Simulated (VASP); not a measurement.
# TiAl (P-6m2) in VASP: notebook

Runs on TiAl. Level: PBEsol. Tasks: single point.

Everything below comes from runs of VASP 6.6.1. Logs are shortened: lines on timing, memory, paths and dates and some standing lists are left out, and cuts for length are marked.

### Step 1. The cell of the first run

Symmetry: P-6m2, No. 187, hexagonal system. Conventional cell: a = 2.867 Å, b = 2.867 Å, c = 4.538 Å, α = 90.00°, β = 90.00°, γ = 120.00°. Within 3.7 Å of Ti (site symmetry -6m2) lie 6 Al at 2.81 Å and 6 Ti at 2.87 Å. Within 3.7 Å of Al (site symmetry -6m2) lie 6 Ti at 2.81 Å and 6 Al at 2.87 Å.

### Step 2. Single point, PBEsol (strain +0.000 along x and y, -0.030 along z)

The input, INCAR:

```
SYSTEM = TiAl
  PREC = Accurate
  ENCUT = 520
  EDIFF = 1E-7
  ISMEAR = 0
  SIGMA = 0.15
  LREAL = .False.
  LASPH = .True.
  NELM = 60
  ALGO = Normal
  ISIF = 2
  LWAVE = .False.
  LCHARG = .False.
  GGA = PS
  NBANDS = 14
```

The input, KPOINTS:

```
Automatic mesh
0
Gamma
  18 18 10
  0 0 0
```

The input, POSCAR:

```
TiAl
1.0
    2.8672622327      0.0000000000      0.0000000000
   -1.4336311163      2.4831219328      0.0000000000
    0.0000000000      0.0000000000      4.5377405100
Ti Al
1 1
Direct
    0.0000000000      0.0000000000      0.0000000000
    0.3333333333      0.6666666667      0.5000000000
```

Potentials or basis: VASP PAW PBE potentials, release 64 (Ti_sv, Al).

Command:

```console
$ cat potpaw_PBE.64/Ti_sv/POTCAR potpaw_PBE.64/Al/POTCAR > POTCAR
$ mpirun -np 1 vasp_std > vasp.out
```

OUTCAR:

```text
SYSTEM = TiAl
   PREC = Accurate
   ENCUT = 520
   EDIFF = 1E-7
   ISMEAR = 0
   LREAL = .False.
   LASPH = .True.
   NELM = 60
   ISIF = 2
   GGA = PS

 ion  position               nearest neighbor table
   1  0.000  0.000  0.000-   2 2.81   2 2.81   2 2.81   2 2.81   2 2.81   2 2.81
   2  0.333  0.667  0.500-   1 2.81   1 2.81   1 2.81   1 2.81   1 2.81   1 2.81

  LATTYP: Found a hexagonal cell.
 ALAT       =     2.8672622327
 C/A-ratio  =     1.5826039412

  Lattice vectors:

 A1 = (   2.8672622327,   0.0000000000,   0.0000000000)
 A2 = (  -1.4336311163,   2.4831219328,   0.0000000000)
 A3 = (   0.0000000000,   0.0000000000,   4.5377405100)

Analysis of symmetry for initial positions (statically):
=====================================================================
 Subroutine PRICEL returns:
 Original cell was already a primitive cell.

 Routine SETGRP: Setting up the symmetry group for a
 hexagonal supercell.

 Subroutine GETGRP returns: Found 12 space group operations
 (whereof 12 operations were pure point group operations)
 out of a pool of 24 trial point group operations.

The static configuration has the point symmetry D_3h.

Analysis of symmetry for dynamics (positions and initial velocities):
=====================================================================
 Subroutine PRICEL returns:
 Original cell was already a primitive cell.

 Routine SETGRP: Setting up the symmetry group for a
 hexagonal supercell.

 Subroutine GETGRP returns: Found 12 space group operations
 (whereof 12 operations were pure point group operations)
 out of a pool of 24 trial point group operations.

The dynamic configuration has the point symmetry D_3h.

 Subroutine INISYM returns: Found 12 space group operations
 (whereof 12 operations are pure point group operations),
 and found     1 'primitive' translations

----------------------------------------------------------------------------------------

                                     Primitive cell

  volume of cell :      32.3076

  direct lattice vectors                    reciprocal lattice vectors
     2.867262233  0.000000000  0.000000000     0.348764751  0.201359423  0.000000000
    -1.433631116  2.483121933  0.000000000     0.000000000  0.402718846  0.000000000
     0.000000000  0.000000000  4.537740510     0.000000000  0.000000000  0.220373994

  length of vectors
     2.867262233  2.867262233  4.537740510     0.402718846  0.402718846  0.220373994

  position of ions in fractional coordinates (direct lattice)
     0.000000000  0.000000000  0.000000000
     0.333333333  0.666666667  0.500000000

  ion indices of the primitive-cell ions
   primitive index   ion index
                 1           1
                 2           2

----------------------------------------------------------------------------------------

 KPOINTS: Automatic mesh

Automatic generation of k-mesh.
 Grid dimensions read from file:
 generate k-points for:   18   18   10

 Generating k-lattice:

  Cartesian coordinates                     Fractional coordinates (reciprocal lattice)
     0.019375820  0.011186635  0.000000000     0.055555556 -0.000000000  0.000000000
     0.000000000  0.022373269  0.000000000     0.000000000  0.055555556  0.000000000
     0.000000000  0.000000000  0.022037399     0.000000000  0.000000000  0.100000000

  Length of vectors
     0.022373269  0.022373269  0.022037399

  Shift w.r.t. Gamma in fractional coordinates (k-lattice)
     0.000000000  0.000000000  0.000000000

 Subroutine IBZKPT returns following result:
 ===========================================

 Found    222 irreducible k-points:

 Following reciprocal coordinates:
            Coordinates               Weight
  0.000000  0.000000  0.000000      1.000000
  0.055556  0.000000  0.000000      6.000000
  0.111111  0.000000  0.000000      6.000000
  0.166667  0.000000  0.000000      6.000000
  0.222222  0.000000  0.000000      6.000000
  0.277778 -0.000000  0.000000      6.000000
[... 16 lines left out ...]
  0.333333  0.111111  0.000000     12.000000
  0.388889  0.111111  0.000000     12.000000
 [... further k-points ...]
   k-points           NKPTS =    222   k-points in BZ     NKDIM =    222   number of bands    NBANDS=     14
   number of dos      NEDOS =    301   number of ions     NIONS =      2
   total plane-waves  NPLWV =  20736
   dimension x,y,z NGX =    24 NGY =   24 NGZ =   36
   dimension x,y,z NGXF=    48 NGYF=   48 NGZF=   72
   ions per type =               1   1
   NGX,Y,Z   is equivalent  to a cutoff of  13.92, 13.92, 13.19 a.u.
   NGXF,Y,Z  is equivalent  to a cutoff of  27.83, 27.83, 26.38 a.u.
 SYSTEM =  TiAl
   PREC   = accura    normal or accurate (medium, high low for compatibility)
   ISTART =      0    job   : 0-new  1-cont  2-samecut
   ICHARG =      2    charge: 1-file 2-atom 10-const
   ISPIN  =      1    spin polarized calculation?
   LNONCOLLINEAR =      F non collinear calculations
   LSORBIT =      F    spin-orbit coupling
   LASPH  =      T    aspherical Exc in radial PAW
   ENCUT  =  520.0 eV  38.22 Ry    6.18 a.u.   5.33  5.33  8.44*2*pi/ulx,y,z
   NELM   =     60;   NELMIN=  2; NELMDL= -5     # of ELM steps
   EDIFF  = 0.1E-06   stopping-criterion for ELM
   LREAL  =      F    real-space projection
   EDIFFG = 0.1E-05   stopping-criterion for IOM
   NSW    =      0    number of steps for IOM
   IBRION =     -1    ionic relax: 0-MD 1-quasi-New 2-CG
   NFREE  =      0    steps in history (QN), initial steepest desc. (CG)
   ISIF   =      2    stress and relaxation
   ISYM   =      2    0-nonsym 1-usesym 2-fastsym
   POTIM  = 0.5000    time-step for ionic-motion
   TEBEG  =    0.0;   TEEND  =   0.0 temperature during run
   PSTRESS=    0.0 pullay stress
   NELECT =      15.0000    total number of electrons
   NUPDOWN=      -1.0000    fix difference up-down
   EMIN   =  10.00;   EMAX   =-10.00  energy-range for DOS
   EFERMI =   0.00;   METHOD = LEGACY
   ISMEAR =     0;   SIGMA  =   0.15  broadening in eV -4-tet -1-fermi 0-gaus
   EFERMI_NEDOS =   21; number of points for ismear=-14 and -15
   IALGO  =     38    algorithm
   IMIX   =      4    mixing-type and parameters
     AMIX     =   0.40;   BMIX     =  1.00
     AMIX_MAG =   1.60;   BMIX_MAG =  1.00
  volume/ion in A,a.u.               =      16.15       109.01
  Fermi-wavevector in a.u.,A,eV,Ry     =   1.267662  2.395534 21.864120  1.606967
  Thomas-Fermi vector in A             =   2.400798
   LORBIT       =      0    0 simple, 1 ext, 2 COOP (PROOUT), +10 PAW based schemes
   GGA     = PS    functional components
   LHFCALC =     F    Hartree Fock is set to
   AEXX    =    0.0000 exact exchange contribution
   IVDW    =     0    specifies the selected vdW correction
   LEPSILON=     F    determine dielectric tensor
   LRPA    =     F    only Hartree local field effects (RPA)
 non-spin polarized calculation
 Gauss-broadening in eV      SIGMA  =   0.15
  energy-cutoff  :      520.00
  volume of cell :       32.31
 maximum number of plane-waves:       888
 NGX is ok and might be reduce to    24
   NGX = 11   NGY = 11   NGZ = 17

 number of electron      15.0000002 magnetization

 Free energy of the ion-electron system (eV)
  ---------------------------------------------------
  ext. energy  EPLUGINS =         0.00000000
  ---------------------------------------------------
  free energy    TOTEN  =       -12.94096466 eV

  energy without entropy =      -12.91199055  energy(sigma->0) =      -12.92647760

 E-fermi :   8.0586     XC(G=0): -11.1644

 val. band max:        8.0583722449   @ k =   0.3333  -0.0000   0.4000
 cond. band min:       8.0625128463   @ k =   0.3889   0.2222   0.4000
 fundamental gap:      0.0041406014
 Fermi energy:         8.0586122059

 k-point     1 :       0.0000    0.0000    0.0000
  band No.  band energies     occupation
      1     -48.1694      2.00000
      2     -24.6004      2.00000
      3     -24.1711      2.00000
      4     -24.1711      2.00000
      5      -0.9382      2.00000
      6       5.8428      2.00000
      7       6.4822      2.00000
      8       9.3522      0.00000
      9       9.3522      0.00000
     10      10.8301      0.00000
     11      10.8301      0.00000
     12      12.4787      0.00000
     13      20.8665      0.00000
     14      20.8665      0.00000

 k-point     2 :       0.0556    0.0000    0.0000
  band No.  band energies     occupation
      1     -48.1665      2.00000
      2     -24.5975      2.00000
      3     -24.1893      2.00000
      4     -24.1752      2.00000
      5      -0.8610      2.00000
      6       5.9250      2.00000
      7       6.4824      2.00000
      8       9.2749      0.00000
      9       9.4154      0.00000
     10      10.8078      0.00000
     11      10.8581      0.00000
     12      12.4941      0.00000
     13      19.6191      0.00000
     14      20.1376      0.00000

 k-point     3 :       0.1111    0.0000    0.0000
  band No.  band energies     occupation
      1     -48.1582      2.00000
      2     -24.5892      2.00000
      3     -24.2417      2.00000
      4     -24.1870      2.00000
      5      -0.6308      2.00000
      6       6.1607      2.00000
      7       6.4830      2.00000
      8       9.0626      0.00000
      9       9.6013      0.00000
     10      10.7442      0.00000
     11      10.9427      0.00000
     12      12.5358      0.00000
     13      17.8089      0.00000
     14      19.2233      0.00000
[... 324 lines left out ...]
 k-point    23 :       0.3333    0.1111    0.0000
  band No.  band energies     occupation
      1     -48.0802      2.00000
      2     -24.6776      2.00000
      3     -24.5113      2.00000
      4     -24.3303      2.00000
      5       2.8070      2.00000
      6       6.5999      2.00000
      7       6.7982      2.00000
      8       7.5518      2.00000
      9       9.7498      0.00000
     10      11.0190      0.00000
     11      12.2869      0.00000
     12      12.6169      0.00000
     13      13.6597      0.00000
     14      14.5723      0.00000

 k-point    24 :       0.3889    0.1111    0.0000
  band No.  band energies     occupation
      1     -48.0721      2.00000
      2     -24.7203      2.00000
      3     -24.5034      2.00000
      4     -24.3453      2.00000
      5       3.7608      2.00000
      6       6.0196      2.00000
      7       6.6292      2.00000
      8       7.2798      2.00000
      9       9.6292      0.00000
     10      11.2622      0.00000
     11      12.2968      0.00000
     12      12.9411      0.00000
     13      13.7147      0.00000
     14      14.7668      0.00000

 [... further k-points ...]

------------------------ aborting loop because EDIFF is reached ----------------------------------------

  FORCE on cell =-STRESS in cart. coord.  units (eV):
  Direction    XX          YY          ZZ          XY          YZ          ZX
  --------------------------------------------------------------------------------------
  -------------------------------------------------------------------------------------
  Total       -0.0633859     -0.0633859      0.6630007     -0.0000000      0.0000000     -0.0000000
  in kB       -3.1433880     -3.1433880     32.8790643     -0.0000000      0.0000000     -0.0000000
  external PRESSURE =       8.8640961 kB  Pullay stress =       0.0000000 kB

 VOLUME and BASIS-vectors are now :
 -----------------------------------------------------------------------------
  energy-cutoff  :      520.00
  volume of cell :       32.31
      direct lattice vectors                 reciprocal lattice vectors
     2.867262233  0.000000000  0.000000000     0.348764751  0.201359423  0.000000000
    -1.433631116  2.483121933  0.000000000     0.000000000  0.402718846  0.000000000
     0.000000000  0.000000000  4.537740510     0.000000000  0.000000000  0.220373994

 POSITION                                       TOTAL-FORCE (eV/Angst)
 -----------------------------------------------------------------------------------
      0.00000      0.00000      0.00000         0.000000      0.000000      0.000000
     -0.00000      1.65541      2.26887        -0.000000      0.000000      0.000000
 -----------------------------------------------------------------------------------
    total drift:                                0.000000     -0.000000      0.000000

  FREE ENERGIE OF THE ION-ELECTRON SYSTEM (eV)
  ---------------------------------------------------
  free  energy   TOTEN  =       -12.9409646590 eV

  energy  without entropy=      -12.9119905490  energy(sigma->0) =      -12.92647760
```

Wall time 36 s (1 thread of Intel Xeon 6975P-C (Granite Rapids), shared host); peak memory 0.23 GiB.

Results:

```yaml
Free_energy: -12.9410 eV
Pressure: 0.9 GPa
```

Stress tensor (GPa, compression positive):
```
-0.31  0.00  0.00
 0.00 -0.31  0.00
 0.00  0.00  3.29
```

Caveat: the cell differs from its parent crystal (strain +0.000 along x and y, -0.030 along z); the PAW data sets were made with another functional, which shifts forces and pressure a little.

### Step 3. Single point, PBEsol (strain -0.015 along x and y, +0.000 along z)

The input, INCAR:

```
ALGO = Normal
EDIFF = 1E-6
ENCUT = 520
GGA = PS
ISIF = 2
ISMEAR = 0
LASPH = True
LCHARG = True
LELF = True
LREAL = False
LVHAR = True
LWAVE = False
NBANDS = 14
NELM = 80
PREC = Accurate
SIGMA = 0.15
```

The input, KPOINTS:

```
k-points
0
Gamma
  18 18 10
```

The input, POSCAR:

```
TiAl
1.0
    2.8242532992      0.0000000000      0.0000000000
   -1.4121266496      2.4458751038      0.0000000000
    0.0000000000      0.0000000000      4.6780830000
Ti Al
1 1
Direct
    0.0000000000      0.0000000000      0.0000000000
    0.3333333333      0.6666666667      0.5000000000
```

Potentials or basis: VASP PAW PBE potentials, release 64 (Ti_sv, Al).

Command:

```console
$ cat potpaw_PBE.64/Ti_sv/POTCAR potpaw_PBE.64/Al/POTCAR > POTCAR
$ mpirun -np 1 vasp_std > vasp.out
```

It took 34 s on 1 thread of Intel Xeon 6975P-C (Granite Rapids), shared host; peak memory 0.23 GiB.

Results (log left out):

- Free energy: -12.9429 eV
- Pressure: 0.3 GPa

Stress tensor (GPa, compression positive):
```
 1.32  0.00  0.00
 0.00  1.32  0.00
 0.00  0.00 -1.86
```

Levels at points of the mesh, in eV from the Fermi level:
```tsv
k point	band 4	band 5	band 6	band 7	band 8	band 9	band 10	band 11
(0.00, 0.00, 0.00)	-32.18	-9.11	-2.41	-1.97	1.32	1.32	2.90	2.90
(0.50, 0.00, 0.00)	-32.33	-3.76	-2.79	-1.62	-1.07	2.20	4.14	4.17
(0.00, 0.00, 0.50)	-32.18	-8.22	-5.38	-0.55	1.33	1.33	2.83	2.83
(0.50, 0.00, 0.50)	-32.33	-3.71	-2.45	-1.90	0.61	0.94	2.01	2.92
```

Caveat: the cell differs from its parent crystal (strain -0.015 along x and y, +0.000 along z); the PAW data sets were made with another functional, which shifts forces and pressure a little.

### Step 4. Single point, PBEsol (strain +0.000 along x and y, -0.015 along z)

The input, INCAR:

```
SYSTEM = TiAl
ALGO = Normal ; EDIFF = 1E-6
ENCUT = 520 ; GGA = PS
ISIF = 2 ; ISMEAR = 0
LASPH = .True. ; LCHARG = .False.
LREAL = .False. ; LWAVE = .False.
NBANDS = 14 ; NELM = 100
PREC = Accurate ; SIGMA = 0.15
```

The input, KPOINTS:

```
k-points
0
Gamma
  18 18 10
  0 0 0
```

The input, POSCAR:

```
TiAl
1.0
    2.8672622327      0.0000000000      0.0000000000
   -1.4336311163      2.4831219328      0.0000000000
    0.0000000000      0.0000000000      4.6079117550
Ti Al
1 1
Direct
    0.0000000000      0.0000000000      0.0000000000
    0.3333333333      0.6666666667      0.5000000000
```

Command:

```console
$ cat potpaw_PBE.64/Ti_sv/POTCAR potpaw_PBE.64/Al/POTCAR > POTCAR
$ mpirun -np 1 vasp_std > vasp.out
```

Run time: 33 s. Hardware: 1 thread of Intel Xeon 6975P-C (Granite Rapids), shared host; peak memory 0.24 GiB.

It converged, with:

| Quantity | Value |
| --- | --- |
| Free energy | -12.9456 eV |
| Pressure | -1.0 GPa |

Stress tensor (GPa, compression positive):
```
-1.40  0.00  0.00
 0.00 -1.40  0.00
 0.00  0.00 -0.32
```

Levels at points of the mesh, in eV from the Fermi level:
| k point | band 3 | band 4 | band 5 | band 6 | band 7 | band 8 | band 9 | band 10 | band 11 | band 12 |
| --- | --- | --- | --- | --- | --- | --- | --- | --- | --- | --- |
| (0.00, 0.00, 0.00) | -32.26 | -32.26 | -8.96 | -2.26 | -1.70 | 1.29 | 1.29 | 2.77 | 2.77 | 4.15 |
| (0.50, 0.00, 0.00) | -32.59 | -32.39 | -3.75 | -2.84 | -1.55 | -0.98 | 2.09 | 3.98 | 4.17 | 4.26 |
| (0.00, 0.00, 0.50) | -32.26 | -32.26 | -8.00 | -5.28 | -0.36 | 1.30 | 1.30 | 2.68 | 2.68 | 7.08 |
| (0.50, 0.00, 0.50) | -32.59 | -32.39 | -3.70 | -2.39 | -1.84 | 0.54 | 0.98 | 1.87 | 3.10 | 3.98 |

Caveat: the cell differs from its parent crystal (strain +0.000 along x and y, -0.015 along z); the PAW data sets were made with another functional, which shifts forces and pressure a little.

### Step 5. Single point, PBEsol (strain -0.015 along x and y, +0.015 along z)

The input, INCAR:

```
SYSTEM = TiAl
ALGO     = Normal         ! electronic algorithm
EDIFF    = 1E-6           ! SCF threshold, eV
ENCUT    = 520            ! plane-wave cutoff, eV
GGA      = PS             ! functional
ISIF     = 2              ! what is computed and relaxed
ISMEAR   = 0              ! smearing method
LASPH    = .True.         ! aspherical terms in the spheres
LCHARG   = .True.         ! write CHGCAR
LELF     = .True.         ! ELF
LREAL    = .False.        ! projectors in reciprocal space
LVHAR    = .True.       
LWAVE    = .False.        ! write WAVECAR
NBANDS   = 14             ! bands
NELM     = 60             ! most SCF steps
PREC     = Accurate       ! precision mode
SIGMA    = 0.15           ! smearing width, eV
```

KPOINTS is that of step 4.

The input, POSCAR:

```
TiAl
1.0
    2.8242532992      0.0000000000      0.0000000000
   -1.4121266496      2.4458751038      0.0000000000
    0.0000000000      0.0000000000      4.7482542450
Ti Al
1 1
Direct
    0.0000000000      0.0000000000      0.0000000000
    0.3333333333      0.6666666667      0.5000000000
```

Command:

```console
$ cat potpaw_PBE.64/Ti_sv/POTCAR potpaw_PBE.64/Al/POTCAR > POTCAR
$ mpirun -np 1 vasp_std > vasp.out
```

Run time: 32 s. Hardware: 1 thread of Intel Xeon 6975P-C (Granite Rapids), shared host; peak memory 0.23 GiB.

It converged, with:

- Free energy: -12.9320 eV
- Pressure: -1.5 GPa

Stress tensor (GPa, compression positive):
```
 0.42  0.00  0.00
 0.00  0.42  0.00
 0.00  0.00 -5.28
```

Levels at points of the mesh, in eV from the Fermi level:
```
           k point  band 5  band 6  band 7  band 8  band 9  band 10
(0.00, 0.00, 0.00)   -9.07   -2.46   -2.08    1.31    1.31     2.89
(0.50, 0.00, 0.00)   -3.71   -2.76   -1.61   -1.08    2.19     4.03
(0.00, 0.00, 0.50)   -8.24   -5.38   -0.62    1.32    1.32     2.83
(0.50, 0.00, 0.50)   -3.65   -2.46   -1.89    0.61    0.91     2.03
```

Caveat: the cell differs from its parent crystal (strain -0.015 along x and y, +0.015 along z); the PAW data sets were made with another functional, which shifts forces and pressure a little.

### Step 6. Overview

| cell | gap on the mesh (eV) | pressure (GPa) |
| --- | --- | --- |
| a = 2.867, b = 2.867, c = 4.538 Å, angles 90.0, 90.0, 120.0°, 2 atoms | none | 0.9 |
| a = 2.824, b = 2.824, c = 4.678 Å, angles 90.0, 90.0, 120.0°, 2 atoms | none | 0.3 |
| a = 2.867, b = 2.867, c = 4.608 Å, angles 90.0, 90.0, 120.0°, 2 atoms | none | -1.0 |
| a = 2.824, b = 2.824, c = 4.748 Å, angles 90.0, 90.0, 120.0°, 2 atoms | none | -1.5 |

Alike in all rows: task single point; level PBEsol; potentials or basis VASP PAW PBE potentials, release 64 (Ti_sv, Al); no spin polarisation; k mesh 18 × 18 × 10; cutoff (eV) 520; smearing gaussian 0.15 eV.

Caveats: the PAW data sets were made with another functional, which shifts forces and pressure a little.

Absolute energies hang on the potentials; compare differences alone.
